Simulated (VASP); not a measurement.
A run of VASP 6.6.1 is set up as follows.

Contents of INCAR:

```
SYSTEM = Ga2Si3Au
ALGO     = Normal         ! electronic algorithm
EDIFF    = 1E-6           ! SCF threshold, eV
ENCUT    = 520            ! plane-wave cutoff, eV
GGA      = PE             ! functional
ISIF     = 2              ! what is computed and relaxed
ISMEAR   = -1             ! smearing method
ISYM     = 0            
LASPH    = .TRUE.         ! aspherical terms in the spheres
LCHARG   = .FALSE.        ! write CHGCAR
LREAL    = Auto         
LWAVE    = .FALSE.        ! write WAVECAR
NBANDS   = 116            ! bands
NELM     = 60             ! most SCF steps
PREC     = Accurate       ! precision mode
SIGMA    = 0.0586         ! smearing width, eV
```

The input KPOINTS:

```
Automatic mesh
0
Gamma
  1 1 1
  0.25 0.25 0.25
```

POSCAR

```
Ga2Si3Au
1.0
    7.3073390000     -0.0440410000     -0.0833530000
   -0.0440410000      7.3836060000     -0.0558830000
   -0.0833530000     -0.0558830000      7.7526330000
Si Ga Au
12 8 4
Direct
    0.1593552614      0.5572388485      0.8480385848
    0.5701802021      0.4166667150      0.5487098146
    0.8783208330      0.0425535857      0.0460208420
    0.2359547905      0.6119376232      0.4138579048
    0.1173485829     -0.0654187774      0.4975104018
    0.6703615509     -0.0287842831      0.7665086293
    0.1744149341      0.3267280676      0.5795306643
    0.8618339280      0.7589838047      0.1489960553
    0.8054916279      0.3146883668      0.7967943115
    0.1087410324      0.2453877890      0.9662095313
    0.5540754497      0.6339248954      0.2438599216
    0.8464587671      0.6905216296      0.8318944413
    0.5011795490      0.6170044159      0.9007758882
    0.3706342727      0.2969555124      0.2461106109
    0.2119537813      0.9011188513      0.1482365034
    0.1429390663      0.9177863864      0.8353146675
    0.8724410675      0.6146584203      0.4902818870
    0.5085981288      0.7439639644      0.5756244515
    0.5140359810      0.0618762505      0.4426604834
    0.8409109011      0.1700094700      0.5247997791
    0.7557026160      0.3291539507      0.1576899346
    0.5134842738      1.0020047486      0.0848364015
    0.0847924547      0.5220309310      0.1614152714
    0.3970330781      0.2184462407      0.8168716782
```

Potentials or basis: VASP PAW PBE potentials, release 64 (Si, Ga_d, Au).

Run with:

```sh
$ cat potpaw_PBE.64/Si/POTCAR potpaw_PBE.64/Ga_d/POTCAR potpaw_PBE.64/Au/POTCAR > POTCAR
$ mpirun -np 1 vasp_std > vasp.out
```

Estimate the pressure.

4.3 GPa.

Estimate the largest force.

1.982 eV/Å.

Stress tensor (GPa, compression positive):
```
4.91 4.81 3.89
4.81 4.23 4.55
3.89 4.55 3.80
```

Caveat: the k points lie up to 0.86 Å⁻¹ apart.
